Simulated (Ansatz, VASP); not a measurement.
Pb: VASP beside Ansatz

File INCAR:

```
SYSTEM = Pb
PREC = Accurate ; ENCUT = 500
EDIFF = 1E-6 ; ISMEAR = -1
SIGMA = 0.08 ; LREAL = .FALSE.
LASPH = .TRUE. ; NELM = 120
ALGO = Normal ; ISIF = 2
LWAVE = .FALSE. ; LCHARG = .TRUE.
GGA = PE ; LELF = .TRUE.
LVHAR = .TRUE. ; NBANDS = 13
GGA_COMPAT = .FALSE.
```

The input KPOINTS:

```
regular mesh
0
G
  13 13 13
  0 0 0
```

File POSCAR:

```
Pb
1.0
    0.0000000000      2.4335662513      2.5438940000
    2.4335662513      0.0000000000      2.5438940000
    2.4335662513      2.4335662513      0.0000000000
Pb
1
Direct
    0.0000000000      0.0000000000      0.0000000000
```

Input for Ansatz:

```yaml
crystal:
  lattice:
    - [0.0, 2.4335662513, 2.543894]
    - [2.4335662513, 0.0, 2.543894]
    - [2.4335662513, 2.4335662513, 0.0]
  atoms:
    - { symbol: Pb, position: [0.0, 0.0, 0.0] }
kpoints:
  mp_grid: { grid: [13, 13, 13] }
scf:
  occupations: { method: fermi_dirac, width: 0.08 }
hamiltonian:
  xc: pbe
  pseudopotentials: { kind: all_electron, lapw: { basis_error: 0.00025 } }
output:
  forces: true
  stress: true
  eigenvalues: true
```

Change from the starting cell: z stretched by +3 % at fixed volume.

Alike in both runs: task single point; functional PBE; k mesh 13 × 13 × 13; occupations fermi-dirac, width 0.08 eV; no spin polarisation.

|  | VASP | Ansatz |
| --- | --- | --- |
| version | VASP 6.6.1 | Ansatz 0.2.0 |
| potentials or method | VASP PAW PBE potentials, release 64 (Pb_d), cutoff 500 eV | all-electron LAPW, scalar-relativistic |

Ansatz gave:

- pressure (GPa): 2.8
- traceless stress, the component that is largest in VASP (GPa): -0.40

Task: What did VASP give for the same quantities?

Result: Pressure (GPa): 2.7; traceless stress, the component that is largest in VASP (GPa): -0.40.

Ansatz ran all-electron here, and VASP with PAW potentials.

Spin-orbit coupling is off throughout.
